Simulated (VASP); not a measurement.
**HfC: electric field gradients with PBEsol**

The system is HfC.

```
CELL_PARAMETERS angstrom
0.00000 2.33272 2.33272
2.33272 0.00000 2.33272
2.33272 2.33272 0.00000
ATOMIC_POSITIONS crystal
Hf 0.50000 0.50000 0.50000
C 0.00000 0.00000 0.00000
```

This cell differs from its parent crystal: volume scaled by 1.01.

```json
{
  "Program": "VASP 6.6.1",
  "Task": "electric field gradients",
  "Functional": "PBEsol",
  "Potentials or basis": "VASP PAW PBE potentials, release 64 (Hf_pv, C)",
  "Cutoff": "520 eV",
  "k mesh": "15 × 15 × 15",
  "Occupations": "fermi-dirac, width 0.05 eV",
  "Spin": "no spin polarisation",
  "Dipole correction": "no",
  "Further INCAR settings": "ALGO = Normal; EDIFF = 1e-08; NBANDS = 14"
}
```

```json
{
  "Pressure": "-9.2 GPa",
  "Band gap on the k mesh": "zero (band 7 reaches 6.75 eV, above the bottom of band 8 at 5.31 eV)"
}
```

Levels at points of the mesh, in eV from the Fermi level:
```csv
k point,band 3,band 4,band 5,band 6,band 7,band 8,band 9,band 10,band 11,band 12
"(0.00, 0.00, 0.00)",-29.52,-12.20,1.05,1.05,1.05,1.38,1.38,1.38,3.37,3.37
```

Run time: 43 s on 1 thread of Intel Xeon 6975P-C, with other jobs on the host, peak memory 0.19 GiB.

Caveat: without QUAD_EFG the Cq values of the log hold for a quadrupole moment of 1 mb, not for the nuclei; the PAW data sets were made with another functional, which shifts forces and pressure a little; spin-orbit coupling is left out, which moves the levels of the heavy elements.
